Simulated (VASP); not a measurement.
# Mg3Sb2 (P-3m1) in VASP: further runs

Runs on Mg3Sb2. Level: PBE. Tasks: single point.

Program: VASP 6.6.1. These are calculated values, not measurements. Logs are shortened: lines on timing, memory, paths and dates and some standing lists are left out, and cuts for length are marked.

**1. The cell of the first run**

It takes space group P-3m1 (No. 164, trigonal). Conventional cell: a = 4.778 Å, b = 4.778 Å, c = 7.100 Å, α = 90.00°, β = 90.00°, γ = 120.00°. Within 3.8 Å of Mg (site symmetry 3m) lie 4 Sb at 2.90 to 2.93 Å and 6 Mg at 3.36 to 3.78 Å. Within 4.2 Å of Mg (site symmetry -3m) lie 6 Sb at 3.19 Å and 6 Mg at 3.78 Å. Sb (site symmetry 3m) has 7 Mg at 2.90 to 3.19 Å within 3.8 Å.

**2. Single point, PBE (biaxial strain in the a-b plane: +4.0 %)**

INCAR

```
SYSTEM = Mg3Sb2
ALGO     = Normal         ! electronic algorithm
EDIFF    = 1E-6           ! SCF threshold, eV
ENCUT    = 600            ! plane-wave cutoff, eV
GGA      = PE             ! functional
GGA_COMPAT= .False.      
ISIF     = 2              ! what is computed and relaxed
ISMEAR   = 0              ! smearing method
LASPH    = .True.         ! aspherical terms in the spheres
LCHARG   = .False.        ! write CHGCAR
LREAL    = .False.        ! projectors in reciprocal space
LWAVE    = .False.        ! write WAVECAR
NBANDS   = 16             ! bands
NELM     = 120            ! most SCF steps
PREC     = Accurate       ! precision mode
SIGMA    = 0.01           ! smearing width, eV
```

KPOINTS

```
k-points
0
Gamma
  12 12 6
  0 0 0
```

POSCAR

```
Mg3Sb2
1.0
    4.7776217399      0.0000000000      0.0000000000
   -2.3888108700      4.1375417964      0.0000000000
    0.0000000000      0.0000000000      7.0996928067
Mg Sb
3 2
Direct
    0.3333333333      0.6666666667      0.6355528413
    0.6666666667      0.3333333333      0.3644471587
    0.0000000000      0.0000000000      0.0000000000
    0.3333333333      0.6666666667      0.2265046531
    0.6666666667      0.3333333333      0.7734953469
```

Potentials or basis: VASP PAW PBE potentials, release 64 (Mg, Sb).

Started as:

```console
$ cat potpaw_PBE.64/Mg/POTCAR potpaw_PBE.64/Sb/POTCAR > POTCAR
$ mpirun -np 1 vasp_std > vasp.out
```

OUTCAR:

```text
SYSTEM = Mg3Sb2
   EDIFF = 1E-6
   ENCUT = 600
   GGA = PE
   ISIF = 2
   ISMEAR = 0
   LASPH = .True.
   LREAL = .False.
   NELM = 120
   PREC = Accurate

 ion  position               nearest neighbor table
   1  0.333  0.667  0.636-   4 2.90   5 2.93   5 2.93   5 2.93   2 3.36   2 3.36   2 3.36
   2  0.667  0.333  0.364-   5 2.90   4 2.93   4 2.93   4 2.93   1 3.36   1 3.36   1 3.36
   3  0.000  0.000  0.000-   4 3.19   5 3.19   5 3.19   4 3.19   5 3.19   4 3.19
   4  0.333  0.667  0.227-   1 2.90   2 2.93   2 2.93   2 2.93   3 3.19   3 3.19   3 3.19
   5  0.667  0.333  0.773-   2 2.90   1 2.93   1 2.93   1 2.93   3 3.19   3 3.19   3 3.19

  LATTYP: Found a hexagonal cell.
 ALAT       =     4.7776217399
 C/A-ratio  =     1.4860307478

  Lattice vectors:

 A1 = (   4.7776217399,   0.0000000000,   0.0000000000)
 A2 = (  -2.3888108700,   4.1375417964,   0.0000000000)
 A3 = (   0.0000000000,   0.0000000000,   7.0996928067)

Analysis of symmetry for initial positions (statically):
=====================================================================
 Subroutine PRICEL returns:
 Original cell was already a primitive cell.

 Routine SETGRP: Setting up the symmetry group for a
 hexagonal supercell.

 Subroutine GETGRP returns: Found 12 space group operations
 (whereof 12 operations were pure point group operations)
 out of a pool of 24 trial point group operations.

The static configuration has the point symmetry D_3d.

Analysis of symmetry for dynamics (positions and initial velocities):
=====================================================================
 Subroutine PRICEL returns:
 Original cell was already a primitive cell.

 Routine SETGRP: Setting up the symmetry group for a
 hexagonal supercell.

 Subroutine GETGRP returns: Found 12 space group operations
 (whereof 12 operations were pure point group operations)
 out of a pool of 24 trial point group operations.

The dynamic configuration has the point symmetry D_3d.

 Subroutine INISYM returns: Found 12 space group operations
 (whereof 12 operations are pure point group operations),
 and found     1 'primitive' translations

----------------------------------------------------------------------------------------

                                     Primitive cell

  volume of cell :     140.3440

  direct lattice vectors                    reciprocal lattice vectors
     4.777621740  0.000000000  0.000000000     0.209309161  0.120844701  0.000000000
    -2.388810870  4.137541796  0.000000000     0.000000000  0.241689401  0.000000000
     0.000000000  0.000000000  7.099692807     0.000000000  0.000000000  0.140851165

  length of vectors
     4.777621740  4.777621740  7.099692807     0.241689401  0.241689401  0.140851165

  position of ions in fractional coordinates (direct lattice)
     0.333333333  0.666666667  0.635552841
     0.666666667  0.333333333  0.364447159
     0.000000000  0.000000000  0.000000000
     0.333333333  0.666666667  0.226504653
     0.666666667  0.333333333  0.773495347

  ion indices of the primitive-cell ions
   primitive index   ion index
                 1           1
                 2           2
                 3           3
                 4           4
                 5           5

----------------------------------------------------------------------------------------

 KPOINTS: k-points

Automatic generation of k-mesh.
 Grid dimensions read from file:
 generate k-points for:   12   12    6

 Generating k-lattice:

  Cartesian coordinates                     Fractional coordinates (reciprocal lattice)
     0.017442430  0.010070392  0.000000000     0.083333333  0.000000000  0.000000000
     0.000000000  0.020140783  0.000000000     0.000000000  0.083333333  0.000000000
     0.000000000  0.000000000  0.023475194     0.000000000  0.000000000  0.166666667

  Length of vectors
     0.020140783  0.020140783  0.023475194

  Shift w.r.t. Gamma in fractional coordinates (k-lattice)
     0.000000000  0.000000000  0.000000000

 Subroutine IBZKPT returns following result:
 ===========================================

 Found    100 irreducible k-points:

 Following reciprocal coordinates:
            Coordinates               Weight
  0.000000  0.000000  0.000000      1.000000
  0.083333 -0.000000  0.000000      6.000000
  0.166667 -0.000000  0.000000      6.000000
  0.250000 -0.000000  0.000000      6.000000
  0.333333 -0.000000  0.000000      6.000000
  0.416667 -0.000000  0.000000      6.000000
[... 16 lines left out ...]
  0.166667 -0.000000  0.166667      6.000000
  0.000000  0.166667  0.166667      6.000000
 [... further k-points ...]
   k-points           NKPTS =    100   k-points in BZ     NKDIM =    100   number of bands    NBANDS=     16
   number of dos      NEDOS =    301   number of ions     NIONS =      5
   total plane-waves  NPLWV =  96000
   dimension x,y,z NGX =    40 NGY =   40 NGZ =   60
   dimension x,y,z NGXF=    80 NGYF=   80 NGZF=  120
   ions per type =               3   2
   NGX,Y,Z   is equivalent  to a cutoff of  13.92, 13.92, 14.05 a.u.
   NGXF,Y,Z  is equivalent  to a cutoff of  27.84, 27.84, 28.10 a.u.
 SYSTEM =  Mg3Sb2
   PREC   = accura    normal or accurate (medium, high low for compatibility)
   ISTART =      0    job   : 0-new  1-cont  2-samecut
   ICHARG =      2    charge: 1-file 2-atom 10-const
   ISPIN  =      1    spin polarized calculation?
   LNONCOLLINEAR =      F non collinear calculations
   LSORBIT =      F    spin-orbit coupling
   LASPH  =      T    aspherical Exc in radial PAW
   ENCUT  =  600.0 eV  44.10 Ry    6.64 a.u.   9.54  9.54 14.18*2*pi/ulx,y,z
   NELM   =    120;   NELMIN=  2; NELMDL= -5     # of ELM steps
   EDIFF  = 0.1E-05   stopping-criterion for ELM
   LREAL  =      F    real-space projection
   EDIFFG = 0.1E-04   stopping-criterion for IOM
   NSW    =      0    number of steps for IOM
   IBRION =     -1    ionic relax: 0-MD 1-quasi-New 2-CG
   NFREE  =      0    steps in history (QN), initial steepest desc. (CG)
   ISIF   =      2    stress and relaxation
   ISYM   =      2    0-nonsym 1-usesym 2-fastsym
   POTIM  = 0.5000    time-step for ionic-motion
   TEBEG  =    0.0;   TEEND  =   0.0 temperature during run
   PSTRESS=    0.0 pullay stress
   NELECT =      16.0000    total number of electrons
   NUPDOWN=      -1.0000    fix difference up-down
   EMIN   =  10.00;   EMAX   =-10.00  energy-range for DOS
   EFERMI =   0.00;   METHOD = LEGACY
   ISMEAR =     0;   SIGMA  =   0.01  broadening in eV -4-tet -1-fermi 0-gaus
   EFERMI_NEDOS =   21; number of points for ismear=-14 and -15
   IALGO  =     38    algorithm
   IMIX   =      4    mixing-type and parameters
     AMIX     =   0.40;   BMIX     =  1.00
     AMIX_MAG =   1.60;   BMIX_MAG =  1.00
  volume/ion in A,a.u.               =      28.07       189.42
  Fermi-wavevector in a.u.,A,eV,Ry     =   0.793811  1.500085  8.573512  0.630135
  Thomas-Fermi vector in A             =   1.899820
   LORBIT       =      0    0 simple, 1 ext, 2 COOP (PROOUT), +10 PAW based schemes
   GGA     = PE    functional components
   LHFCALC =     F    Hartree Fock is set to
   AEXX    =    0.0000 exact exchange contribution
   IVDW    =     0    specifies the selected vdW correction
   LEPSILON=     F    determine dielectric tensor
   LRPA    =     F    only Hartree local field effects (RPA)
 non-spin polarized calculation
 Gauss-broadening in eV      SIGMA  =   0.01
  energy-cutoff  :      600.00
  volume of cell :      140.34
 maximum number of plane-waves:      4756
 NGX is ok and might be reduce to    40
   NGX = 19   NGY = 19   NGZ = 29

 number of electron      16.0000000 magnetization

 Free energy of the ion-electron system (eV)
  ---------------------------------------------------
  ext. energy  EPLUGINS =         0.00000000
  ---------------------------------------------------
  free energy    TOTEN  =       -14.53446960 eV

  energy without entropy =      -14.53444507  energy(sigma->0) =      -14.53445734

 E-fermi :   4.0153     XC(G=0):  -8.5412

 val. band max:        3.9366409572   @ k =   0.0000   0.4167   0.3333
 cond. band min:       4.0221798012   @ k =   0.0000   0.3333   0.3333
 fundamental gap:      0.0855388440
 Fermi energy:         4.0153390976

 k-point     1 :       0.0000    0.0000    0.0000
  band No.  band energies     occupation
      1      -6.0519      2.00000
      2      -4.8038      2.00000
      3      -0.5713      2.00000
      4       2.6827      2.00000
      5       2.6827      2.00000
      6       3.4398      2.00000
[... 8 lines left out ...]
     15       8.0506      0.00000
     16       8.6705      0.00000

 k-point     2 :       0.0833   -0.0000    0.0000
  band No.  band energies     occupation
      1      -6.0106      2.00000
      2      -4.7848      2.00000
      3      -0.5176      2.00000
      4       2.2353      2.00000
      5       2.5518      2.00000
      6       2.9517      2.00000
[... 8 lines left out ...]
     15       8.2696      0.00000
     16       8.4087      0.00000

 k-point     3 :       0.1667   -0.0000    0.0000
  band No.  band energies     occupation
      1      -5.8899      2.00000
      2      -4.7349      2.00000
      3      -0.3586      2.00000
      4       1.4331      2.00000
      5       2.2243      2.00000
      6       2.2815      2.00000
[... 8 lines left out ...]
     15       7.8049      0.00000
     16       8.7586      0.00000

 k-point     4 :       0.2500   -0.0000    0.0000
  band No.  band energies     occupation
      1      -5.7011      2.00000
      2      -4.6758      2.00000
      3      -0.1071      2.00000
      4       0.6793      2.00000
      5       1.5515      2.00000
      6       2.0070      2.00000
[... 8 lines left out ...]
     15       8.1537      0.00000
     16       8.9942      0.00000

 k-point     5 :       0.3333   -0.0000    0.0000
  band No.  band energies     occupation
      1      -5.4679      2.00000
      2      -4.6427      2.00000
      3      -0.0106      2.00000
      4       0.3312      2.00000
      5       0.9974      2.00000
      6       1.7874      2.00000
[... 8 lines left out ...]
     15       8.9583      0.00000
     16       9.1897      0.00000

 k-point     6 :       0.4167   -0.0000    0.0000
  band No.  band energies     occupation
      1      -5.2376      2.00000
      2      -4.6656      2.00000
      3      -0.3466      2.00000
      4       0.6190      2.00000
      5       0.6903      2.00000
      6       1.6483      2.00000
[... 8 lines left out ...]
     15       9.7866      0.00000
     16       9.9725      0.00000
[... 267 lines left out ...]
 k-point    21 :       0.0833   -0.0000    0.1667
  band No.  band energies     occupation
      1      -5.9522      2.00000
      2      -4.9020      2.00000
      3      -0.2846      2.00000
      4       2.3119      2.00000
      5       2.5865      2.00000
      6       2.6998      2.00000
[... 8 lines left out ...]
     15       7.8790      0.00000
     16       8.4236      0.00000

 k-point    22 :       0.0000    0.0833    0.1667
  band No.  band energies     occupation
      1      -5.9523      2.00000
      2      -4.9018      2.00000
      3      -0.2872      2.00000
      4       2.2819      2.00000
      5       2.6218      2.00000
      6       2.7644      2.00000
[... 8 lines left out ...]
     15       7.9617      0.00000
     16       8.4334      0.00000

 k-point    23 :       0.1667   -0.0000    0.1667
  band No.  band energies     occupation
      1      -5.8332      2.00000
      2      -4.8424      2.00000
      3      -0.1574      2.00000
      4       1.5117      2.00000
      5       1.9974      2.00000
      6       2.3228      2.00000
[... 8 lines left out ...]
     15       8.1644      0.00000
     16       8.5661      0.00000

 k-point    24 :       0.0000    0.1667    0.1667
  band No.  band energies     occupation
      1      -5.8338      2.00000
      2      -4.8409      2.00000
      3      -0.1847      2.00000
      4       1.5324      2.00000
      5       2.0887      2.00000
      6       2.3577      2.00000
[... 8 lines left out ...]
     15       7.9101      0.00000
     16       8.4699      0.00000

 [... further k-points ...]
[... 5 lines left out ...]
  --------------------------------------------------------------------------------------
  -------------------------------------------------------------------------------------
  Total       -2.8074160     -2.8074160      0.2590765      0.0000000      0.0000000      0.0000000
  in kB      -32.0496754    -32.0496754      2.9576375      0.0000000      0.0000000      0.0000000
  external PRESSURE =     -20.3805711 kB  Pullay stress =       0.0000000 kB

 VOLUME and BASIS-vectors are now :
 -----------------------------------------------------------------------------
  energy-cutoff  :      600.00
  volume of cell :      140.34
      direct lattice vectors                 reciprocal lattice vectors
     4.777621740  0.000000000  0.000000000     0.209309161  0.120844701  0.000000000
    -2.388810870  4.137541796  0.000000000     0.000000000  0.241689401  0.000000000
     0.000000000  0.000000000  7.099692807     0.000000000  0.000000000  0.140851165

 POSITION                                       TOTAL-FORCE (eV/Angst)
 -----------------------------------------------------------------------------------
     -0.00000      2.75836      4.51223         0.000000      0.000000      0.099424
      2.38881      1.37918      2.58746         0.000000      0.000000     -0.099424
      0.00000      0.00000      0.00000         0.000000      0.000000      0.000000
     -0.00000      2.75836      1.60811        -0.000000     -0.000000     -0.040855
      2.38881      1.37918      5.49158         0.000000      0.000000      0.040855
 -----------------------------------------------------------------------------------
    total drift:                               -0.000000      0.000000      0.000000

  FREE ENERGIE OF THE ION-ELECTRON SYSTEM (eV)
  ---------------------------------------------------
  free  energy   TOTEN  =       -14.5344696042 eV

  energy  without entropy=      -14.5344450665  energy(sigma->0) =      -14.53445734
```

Run time: 2.9 min. Hardware: 1 thread of Oxide Virtual Turin-like, shared host; peak memory 0.44 GiB.

What came out:

* Free energy: -14.5345 eV
* Pressure: -2.0 GPa
* Largest force: 0.099 eV/Å
* Band gap on the k mesh: zero (bands 8 and 9 overlap by 0.21 eV)

Forces in eV/Å, atoms in the order of the input:
```
Mg   0.000  0.000  0.099
Mg   0.000  0.000 -0.099
Mg   0.000  0.000  0.000
Sb   0.000  0.000 -0.041
Sb   0.000  0.000  0.041
```

Caveat: the cell differs from its parent crystal (biaxial strain in the a-b plane: +4.0 %); semilocal functionals underestimate gaps, and a narrow one can read as zero; spin-orbit coupling is left out, which moves the levels of the heavy elements.

[end of part 1 of 2]

The gap in the log of VASP goes by the Fermi energy; the results here count the filled bands.